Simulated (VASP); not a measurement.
Wanted: the native input for a VASP 6.6.1 run.

```yaml
Task: single point
Functional: PBE
Potentials_or_basis: VASP PAW PBE potentials, release 64 (Ni)
Cutoff: 520 eV
k_mesh: 8 × 10 × 13
Occupations: fermi-dirac, width 0.05 eV
Spin: collinear spin, antiferromagnetic start
Starting_moments: "[2.0, -2.0] μB"
Dipole_correction: no
Further_INCAR_settings: ALGO = Normal; EDIFF = 1e-07; NBANDS = 21; ISYM = 0
```

The structure of Ni lies in POSCAR:

```
Ni
1.0
   -1.7698700000     -1.7698700000     -3.5397400000
    1.7698700000     -1.7698700000      0.0000000000
   -1.7698700000     -1.7698700000      0.0000000000
Ni
2
Direct
    0.0000000000      0.0000000000      0.0000000000
    0.5000000000      0.5000000000      0.0000000000
```

The input as run:

INCAR

```
SYSTEM = Ni
  PREC = Accurate
  ENCUT = 520
  EDIFF = 1E-7
  ISMEAR = -1
  SIGMA = 0.05
  LREAL = .FALSE.
  LASPH = .TRUE.
  NELM = 150
  ALGO = Normal
  ISIF = 2
  LWAVE = .FALSE.
  LCHARG = .FALSE.
  ISPIN = 2
  MAGMOM = 2 -2
  LORBIT = 11
  LMAXMIX = 4
  GGA = PE
  NBANDS = 21
  ISYM = 0
```

KPOINTS

```
Automatic mesh
0
G
  8 10 13
  0 0 0
```

Potentials or basis: VASP PAW PBE potentials, release 64 (Ni).

Command:

```sh
$ cat potpaw_PBE.64/Ni/POTCAR > POTCAR
$ mpirun -np 1 vasp_std > vasp.out
```

It gave:

| Item | Value |
| --- | --- |
| Pressure | -4.4 GPa |
| Band gap on the k mesh | zero (filled and empty bands overlap) |
| Net moment | 0.00 μB per cell |
| Site moments | Ni +0.09, -0.09 μB |
| Valence electrons inside the program's atomic spheres | Ni 9.28 |

Caveat: the cell stands under tension.

Wall time 8 min on 1 thread of Intel(R) Xeon(R) Platinum 8488C (Sapphire Rapids), on a shared host, peak memory 0.41 GiB.
